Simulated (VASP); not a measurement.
# Al15InN16 (a cell with a defect) in VASP: settings compared, part 2 of 4

VASP 6.6.1.

## 3. Single point, HSE06

POSCAR

```
Al15InN16
1.0
    6.2595139128      0.0000000578      0.0000000000
   -3.1297570064      5.4208980350      0.0000000000
    0.0000000000      0.0000000000     10.0348065929
Al In N
15 1 16
Direct
    0.3354682551      0.1670842980      0.2449691536
    0.3360462520      0.1670566779      0.7535767733
    0.1664356643      0.3356490101      0.9984358002
    0.3367484776      0.6726888119      0.2442597052
    0.1698631412      0.8385090747      0.4982093627
    0.3359514311      0.6725745403      0.7542697389
    0.1649792126      0.8349978094      0.9994781251
    0.8294914916      0.1654974872      0.2443200508
    0.6644073761      0.3331960551      0.4982791281
    0.8303010737      0.1668676283      0.7542155912
    0.6672192928      0.3372969888      0.9993890221
    0.8343168788      0.6682028372      0.2489522405
    0.6673693792      0.8353164382      0.4990743092
    0.8345224998      0.6686191722      0.7481877505
    0.6676784584      0.8346738087      0.9990345757
    0.1629847870      0.3394919796      0.4993224237
    0.3434798743      0.1594878925      0.4319290807
    0.1679812499      0.3340564639      0.1889805952
    0.3332418308      0.1689465205      0.9416210669
    0.1683696029      0.3345059458      0.7096853292
    0.3503412834      0.7009804009      0.4311575875
    0.1658828286      0.8328198619      0.1868571109
    0.3334012423      0.6726218800      0.9421894109
    0.1697880132      0.8348385571      0.6887156778
    0.8014977597      0.1523431386      0.4312020026
    0.6696137351      0.3365602183      0.1867951772
    0.8294980225      0.1687936741      0.9421008846
    0.6681854720      0.3332286439      0.6887436693
    0.8335572667      0.6694318687      0.4395110052
    0.6701145858      0.8321011685      0.1863589814
    0.8324415367      0.6698825472      0.9371182583
    0.6680946872      0.8345334547      0.6897820991
```

INCAR.step1

```
SYSTEM = Al15InN16
PREC = Accurate ; ENCUT = 520
EDIFF = 1E-5 ; ISMEAR = -1
SIGMA = 0.01 ; LREAL = Auto
LASPH = .TRUE. ; NELM = 120
ALGO = Normal ; ISIF = 2
LWAVE = .TRUE. ; GGA = PE
NBANDS = 91 ; GGA_COMPAT = .FALSE.
ISYM = -1
```

INCAR.step2

```
SYSTEM = Al15InN16
PREC = Accurate ; ENCUT = 520
EDIFF = 1E-6 ; ISMEAR = -1
SIGMA = 0.01 ; LREAL = Auto
LASPH = .TRUE. ; NELM = 120
ALGO = Normal ; ISIF = 2
LWAVE = .FALSE. ; LCHARG = .TRUE.
GGA = PE ; LHFCALC = .TRUE.
HFSCREEN = 0.2079 ; PRECFOCK = Fast
LELF = .TRUE. ; LVHAR = .TRUE.
ISTART = 1 ; NBANDS = 91
GGA_COMPAT = .FALSE. ; ISYM = -1
```

KPOINTS

```
explicit points
1
Reciprocal
  0.25000000   0.25000000   0.25000000 1
```

Potentials or basis: VASP PAW PBE potentials, release 64 (Al, In_d, N).

Command:

```console
$ cat potpaw_PBE.64/Al/POTCAR potpaw_PBE.64/In_d/POTCAR potpaw_PBE.64/N/POTCAR > POTCAR
$ cp INCAR.step1 INCAR
$ mpirun -np 1 vasp_std > vasp.out
$ cp INCAR.step2 INCAR
$ mpirun -np 1 vasp_std > vasp.out
```

OUTCAR:

```text
SYSTEM = Al15InN16
   PREC = Accurate
   ENCUT = 520
   EDIFF = 1E-6
   ISMEAR = -1
   LREAL = Auto
   LASPH = .TRUE.
   NELM = 120
   ISIF = 2
   GGA = PE
   LHFCALC = .TRUE.
   HFSCREEN = 0.2079
   PRECFOCK = Fast
   ISTART = 1
   ISYM = -1

 ion  position               nearest neighbor table
   1  0.335  0.167  0.245-  17 1.88  18 1.90  26 1.90  22 1.90  11 3.05   7 3.05   3 3.08   8 3.10
                             4 3.10   5 3.10   9 3.11  12 3.13  12 3.13   4 3.16   8 3.16  16 3.16
   2  0.336  0.167  0.754-  20 1.87  19 1.89  28 1.91  24 1.91  11 3.05   7 3.05   3 3.07  10 3.09
                             6 3.09   9 3.12   5 3.12  14 3.13  14 3.13   6 3.16  16 3.17  10 3.17
   3  0.166  0.336  0.998-  19 1.90  23 1.91  27 1.91  18 1.91  10 3.05   6 3.06   2 3.07   4 3.07
                             8 3.07   1 3.08  15 3.13   7 3.13  11 3.13  11 3.13   7 3.13  15 3.13
   4  0.337  0.673  0.244-  21 1.88  22 1.88  30 1.90  18 1.92  15 3.05   7 3.05   3 3.07   8 3.08
                             1 3.10   5 3.12  13 3.12  12 3.13  12 3.13  16 3.13   1 3.16   8 3.17
   5  0.170  0.839  0.498-  21 1.86  17 1.86  24 1.91  29 1.92  12 3.09   9 3.10  14 3.10  16 3.10
                             1 3.10   2 3.12   4 3.12  13 3.12  13 3.14   6 3.14  16 3.16   9 3.16
   6  0.336  0.673  0.754-  23 1.89  20 1.89  24 1.90  32 1.91  15 3.04   7 3.05   3 3.06  10 3.09
                             2 3.09  14 3.13  13 3.13  16 3.13  14 3.13   5 3.14   2 3.16  10 3.17
   7  0.165  0.835  0.999-  22 1.88  23 1.88  19 1.90  31 1.91   1 3.05   4 3.05   6 3.05   2 3.05
                            12 3.08  14 3.09  15 3.11  11 3.12   3 3.13   3 3.13  11 3.14  15 3.15
   8  0.829  0.165  0.244-  25 1.88  26 1.88  30 1.90  18 1.92  15 3.05  11 3.05   3 3.07   4 3.08
                             1 3.10  13 3.12   9 3.12  12 3.13  12 3.13  16 3.13   1 3.16   4 3.17
   9  0.664  0.333  0.498-  25 1.86  17 1.86  28 1.91  29 1.92  12 3.09   5 3.10  14 3.10  16 3.10
[... 17 lines left out ...]
  19  0.333  0.169  0.942-   2 1.89   3 1.90  11 1.90   7 1.90
  20  0.168  0.335  0.710-   2 1.87  10 1.89   6 1.89  16 2.11
  21  0.350  0.701  0.431-  13 1.85   5 1.86   4 1.88  16 2.08
  22  0.166  0.833  0.187-   7 1.88   4 1.88  12 1.90   1 1.90
[... 8 lines left out ...]
  31  0.832  0.670  0.937-  15 1.89  14 1.90  11 1.91   7 1.91
  32  0.668  0.835  0.690-  14 1.89   6 1.91  13 1.91  10 1.91

IMPORTANT INFORMATION: All symmetrisations will be switched off!
NOSYMM: (Re-)initialisation of all symmetry stuff for point group C_1.

----------------------------------------------------------------------------------------

[... 155 lines left out ...]

 number of electron     138.0000005 magnetization

 Free energy of the ion-electron system (eV)
  ---------------------------------------------------
  ext. energy  EPLUGINS =         0.00000000
  ---------------------------------------------------
  free energy    TOTEN  =      -278.85512222 eV

  energy without entropy =     -278.85512222  energy(sigma->0) =     -278.85512222

 E-fermi :   5.2830     XC(G=0):  -9.0437

 val. band max:        5.0281136543   @ k =   0.2500   0.2500   0.2500
 cond. band min:      12.0166051726   @ k =   0.2500   0.2500   0.2500
 fundamental gap:      6.9884915183
 Fermi energy:         5.2830390301

 k-point     1 :       0.2500    0.2500    0.2500
  band No.  band energies     occupation
      1     -10.7805      2.00000
      2     -10.4647      2.00000
      3     -10.2040      2.00000
      4     -10.0919      2.00000
      5      -9.9579      2.00000
      6      -9.8526      2.00000
[... 73 lines left out ...]
     80      13.7575      0.00000
     81      13.9017      0.00000
 [bands above 81 left out]

------------------------ aborting loop because EDIFF is reached ----------------------------------------

  FORCE on cell =-STRESS in cart. coord.  units (eV):
  Direction    XX          YY          ZZ          XY          YZ          ZX
  --------------------------------------------------------------------------------------
  -------------------------------------------------------------------------------------
  Total       -0.4868574    -10.2854157      6.0391434     -8.4406165      0.2210773      0.1373622
  in kB       -2.2908230    -48.3962347     28.4161392    -39.7158529      1.0402408      0.6463338
  external PRESSURE =      -7.4236395 kB  Pullay stress =       0.0000000 kB

 VOLUME and BASIS-vectors are now :
 -----------------------------------------------------------------------------
  energy-cutoff  :      520.00
  volume of cell :      340.50
      direct lattice vectors                 reciprocal lattice vectors
     6.259513913  0.000000058  0.000000000     0.159756813  0.092235641  0.000000000
    -3.129757006  5.420898035  0.000000000    -0.000000002  0.184471279  0.000000000
     0.000000000  0.000000000 10.034806593     0.000000000  0.000000000  0.099653141

 POSITION                                       TOTAL-FORCE (eV/Angst)
 -----------------------------------------------------------------------------------
      1.57693      0.90575      2.45822         0.005396     -0.004873      0.056711
      1.58064      0.90560      7.56200        -0.054237      0.020319      0.050205
     -0.00869      1.81952     10.01911         0.026916     -0.009489      0.006811
      0.00253      3.64658      2.45110        -0.017625      0.040533      0.054645
     -1.56107      4.54547      4.99943         0.074482      0.037984     -0.052891
     -0.00210      3.64596      7.56895        -0.010920     -0.033552      0.045467
[... 24 lines left out ...]
      3.11411      3.63137      9.40380        -0.010246      0.005883     -0.023005
      1.57006      4.52392      6.92183         0.013376     -0.004712     -0.018494
 -----------------------------------------------------------------------------------
    total drift:                               -0.004868      0.001836      0.014431

  FREE ENERGIE OF THE ION-ELECTRON SYSTEM (eV)
  ---------------------------------------------------
  free  energy   TOTEN  =      -278.8551222226 eV

  energy  without entropy=     -278.8551222226  energy(sigma->0) =     -278.85512222
```

OSZICAR.step1:

```text
N       E                     dE             d eps       ncg     rms          rms(c)
DAV:   1     0.932206818670E+03    0.93221E+03   -0.61859E+04   182   0.145E+03
DAV:   2    -0.135001029407E+03   -0.10672E+04   -0.10008E+04   238   0.334E+02
DAV:   3    -0.266583437940E+03   -0.13158E+03   -0.12939E+03   214   0.130E+02
DAV:   4    -0.273221157690E+03   -0.66377E+01   -0.65915E+01   228   0.334E+01
DAV:   5    -0.273515936049E+03   -0.29478E+00   -0.29418E+00   244   0.630E+00    0.352E+01
DAV:   6    -0.236095093475E+03    0.37421E+02   -0.15142E+02   276   0.477E+01    0.183E+01
DAV:   7    -0.236395787307E+03   -0.30069E+00   -0.70091E+00   220   0.870E+00    0.844E+00
DAV:   8    -0.236288724500E+03    0.10706E+00   -0.25132E-01   276   0.242E+00    0.510E+00
DAV:   9    -0.236259196967E+03    0.29528E-01   -0.11456E-01   228   0.181E+00    0.550E-01
DAV:  10    -0.236261856746E+03   -0.26598E-02   -0.10922E-02   284   0.536E-01    0.535E-01
DAV:  11    -0.236263708162E+03   -0.18514E-02   -0.52426E-03   236   0.280E-01    0.255E-01
DAV:  12    -0.236263535845E+03    0.17232E-03   -0.96328E-04   244   0.181E-01    0.922E-02
DAV:  13    -0.236263600589E+03   -0.64744E-04   -0.53161E-04   220   0.831E-02    0.336E-02
DAV:  14    -0.236263601329E+03   -0.74079E-06   -0.36848E-05   172   0.333E-02
   1 F= -.23626360E+03 E0= -.23626360E+03  d E =-.538246E-13
```

Run time: 3.4 min. Hardware: 1 thread of Intel Xeon 6975P-C (Granite Rapids), shared host; peak memory 0.57 GiB.

Results:

```yaml
Free_energy: -278.8551 eV
Pressure: -0.7 GPa
Largest_force: 0.183 eV/Å
Band_gap_on_the_k_mesh: 6.99 eV
```

Forces on the atoms (eV/Å):
```
Al   0.005 -0.005  0.057
Al  -0.054  0.020  0.050
Al   0.027 -0.009  0.007
Al  -0.018  0.041  0.055
Al   0.074  0.038 -0.053
Al  -0.011 -0.034  0.045
Al   0.026  0.002  0.034
Al  -0.043  0.003  0.048
Al   0.005 -0.086 -0.059
Al   0.013  0.020  0.049
Al   0.016 -0.015  0.045
Al  -0.013  0.006  0.002
Al  -0.063  0.037 -0.054
Al  -0.015  0.003  0.040
Al   0.011 -0.010  0.043
In   0.035 -0.022 -0.034
N   -0.111  0.060  0.052
N    0.010 -0.002 -0.015
N    0.003  0.005 -0.029
N    0.005  0.001 -0.183
N   -0.026 -0.146  0.071
N    0.008  0.003 -0.031
N   -0.006  0.008 -0.035
N    0.003 -0.009 -0.013
N    0.123  0.092  0.067
N   -0.003 -0.007 -0.034
N   -0.008  0.003 -0.039
N    0.014 -0.003 -0.013
N   -0.012  0.001 -0.005
N    0.000  0.005 -0.030
N   -0.010  0.006 -0.023
N    0.013 -0.005 -0.018
```

Caveat: the PAW data sets were made with another functional, which shifts forces and pressure a little; spin-orbit coupling is left out, which moves the levels of the heavy elements.

(Continued in part 3 of 4.)
